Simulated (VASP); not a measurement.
Rb: relaxation of cell and atoms with PBEsol

Rb:

```
CELL_PARAMETERS angstrom
6.96745 0.00000 0.00000
-3.48373 6.03399 0.00000
0.00000 0.00000 4.31982
ATOMIC_POSITIONS crystal
Rb 0.00000 0.00000 0.00000
Rb 0.33333 0.66667 0.50000
Rb 0.66667 0.33333 0.50000
```

This isn't the form of Rb at room conditions, which is bcc.

```
Program                : VASP 6.6.1
Task                   : relaxation of cell and atoms
Functional             : PBEsol
Potentials or basis    : VASP PAW PBE potentials, release 64 (Rb_sv)
Cutoff                 : 600 eV
k mesh                 : 5 × 5 × 7
Occupations            : fermi-dirac, width 0.05 eV
Spin                   : no spin polarisation
Target pressure        : 2 GPa
Dipole correction      : no
Further INCAR settings : ALGO = Normal; EDIFF = 1e-06; IBRION = 2; EDIFFG = -0.005; NSW = 60; ISIF = 3
```

- Relaxed volume: 60.74 Å³/atom
- Relaxed cell: a = 7.062 Å, b = 7.062 Å, c = 4.220 Å, α = 90.00°, β = 90.00°, γ = 120.00°
- Space group after relaxing (to 0.1 Å): P6/mmm (No. 191)
- Energy change on relaxing (the run minimises the enthalpy): -4.5 meV/atom
- Ionic steps: 4
- Pressure after relaxing: 2.0 GPa
- Band gap on the k mesh: zero (an odd number of electrons rules out a gap without spin polarisation)

The path:
| step | energy change (eV) | largest force (eV/Å) | pressure (GPa) | volume (Å³) |
| --- | --- | --- | --- | --- |
| 1 | 0.0000 | 0.0000 | 2.01 | 181.61 |
| 2 | -0.0040 | 0.0000 | 2.01 | 181.76 |
| 3 | -0.0123 | 0.0000 | 2.00 | 182.14 |
| 4 | -0.0136 | 0.0000 | 1.99 | 182.23 |

Final structure:
```cif
data_structure
_symmetry_space_group_name_H-M 'P 1'
_symmetry_Int_Tables_number 1
_cell_length_a 7.0618
_cell_length_b 7.0618
_cell_length_c 4.2195
_cell_angle_alpha 90.000
_cell_angle_beta 90.000
_cell_angle_gamma 120.000
_cell_volume 182.23
loop_
_atom_site_label
_atom_site_type_symbol
_atom_site_fract_x
_atom_site_fract_y
_atom_site_fract_z
_atom_site_occupancy
Rb1 Rb 0.00000 0.00000 0.00000 1
Rb2 Rb 0.33333 0.66667 0.50000 1
Rb3 Rb 0.66667 0.33333 0.50000 1
```

Levels at points of the mesh, in eV from the Fermi level:
```
           k point  band 10  band 11  band 12  band 13  band 14  band 15  band 16  band 17
(0.00, 0.00, 0.00)   -12.67   -12.67   -12.62    -2.53     1.08     1.26     1.26     1.27
```

Wall time 3.8 min on 1 thread of Oxide Virtual Turin-like Processor, with other jobs on the host, peak memory 0.32 GiB.

Caveat: the cell is relaxed towards a set pressure, so the run minimises the enthalpy, not the energy; the PAW data sets were made with another functional, which shifts forces and pressure a little.
